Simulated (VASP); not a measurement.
Input of a VASP 6.6.1 run:

Contents of INCAR:

```
  PREC = Accurate
  ENCUT = 520
  EDIFF = 1E-6
  ISMEAR = 0
  SIGMA = 0.1
  LREAL = F
  LASPH = T
  NELM = 100
  ALGO = Normal
  ISIF = 2
  LWAVE = F
  LCHARG = F
  GGA = PE
  NBANDS = 25
```

The input KPOINTS:

```
Automatic mesh
0
Gamma
  6 6 4
```

POSCAR

```
MgS5
1.0
    4.9190305300      0.0000000000      0.0000000000
   -2.4595152600      4.2600054000      0.0000000000
    0.0000000000      0.0000000000      6.6773417900
Mg S
1 5
Direct
    0.0000000000      0.0000000000      0.5000000000
    0.6666666700      0.3333333300      0.7959949400
    0.0000000000      0.0000000000      0.0000000000
    0.6666666700      0.3333333300      0.2040050600
    0.3333333300      0.6666666700      0.2040050600
    0.3333333300      0.6666666700      0.7959949400
```

Potentials or basis: VASP PAW PBE potentials, release 64 (Mg, S).

The run is started by

```console
$ cat potpaw_PBE.64/Mg/POTCAR potpaw_PBE.64/S/POTCAR > POTCAR
$ mpirun -np 1 vasp_std > vasp.out
```

(1) Predict the band gap on the k mesh.

(2) What does it give for the pressure?

(3) Predict the largest force.

## Answers

(1) zero (bands 16 and 17 overlap by 0.99 eV).

(2) -9.3 GPa.

(3) 0.437 eV/Å.

Caveat: the cell stands under tension.
